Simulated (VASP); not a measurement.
A run of VASP 6.6.1 is set up as follows.

File INCAR:

```
SYSTEM = CaO
ALGO = Normal ; EDIFF = 1E-7
ENCUT = 520 ; GGA = PS
ISIF = 2 ; ISMEAR = -1
IVDW = 12 ; LASPH = .TRUE.
LCHARG = .TRUE. ; LELF = .TRUE.
LREAL = .FALSE. ; LVHAR = .TRUE.
LWAVE = .FALSE. ; NBANDS = 15
NELM = 80 ; PREC = Accurate
SIGMA = 0.05
```

Contents of KPOINTS:

```
k-points
0
G
  10 10 10
  0 0 0
```

Contents of POSCAR:

```
CaO
1.0
    0.0000000000      2.3610529571      2.3610529571
    2.3610529571      0.0000000000      2.3610529571
    2.3610529571      2.3610529571      0.0000000000
Ca O
1 1
Direct
    0.0000000000      0.0000000000      0.0000000000
    0.5000000000      0.5000000000      0.5000000000
```

Potentials or basis: VASP PAW PBE potentials, release 64 (Ca_sv, O).

Command:

```bash
$ cat potpaw_PBE.64/Ca_sv/POTCAR potpaw_PBE.64/O/POTCAR > POTCAR
$ mpirun -np 1 vasp_std > vasp.out
```

**Question.** Estimate the pressure.

**Answer.** 0.7 GPa.

**Question.** What does it give for the dispersion energy per atom?

**Answer.** -0.278 eV.

Caveat: the PAW data sets were made with another functional, which shifts forces and pressure a little.
